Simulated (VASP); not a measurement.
Runs of VASP 6.6.1 on TaN. The structure is that of space group P-6m2 (No. 187), or close to it. The cells are those of the table. 

```tsv
cell	gap on the mesh (eV)	pressure (GPa)
a = 2.938, b = 2.938, c = 2.883 Å, angles 90.0, 90.0, 120.0°, 2 atoms	none	(a)
a = 2.967, b = 2.967, c = 2.883 Å, angles 90.0, 90.0, 120.0°, 2 atoms	none	-16.0
a = 2.957, b = 2.957, c = 2.902 Å, angles 90.0, 90.0, 120.0°, 2 atoms	none	-16.2
a = 2.977, b = 2.977, c = 2.921 Å, angles 90.0, 90.0, 120.0°, 2 atoms	none	-22.0
```

Alike in all rows: task electric field gradients; level LDA; potentials or basis VASP PAW LDA potentials, release 64 (Ta_pv, N); no spin polarisation; k mesh 12 × 12 × 10; cutoff (eV) 520; smearing fermi-dirac 0.02 eV.

Q: Estimate the missing entries.

A: (a) -9.8.

Caveats: the cell stands under tension; spin-orbit coupling is left out, which moves the levels of the heavy elements.

A k mesh can miss the band edges, and the runs leave out spin-orbit coupling on Ta.

A gap of «none» marks levels without a gap at the run's occupations.
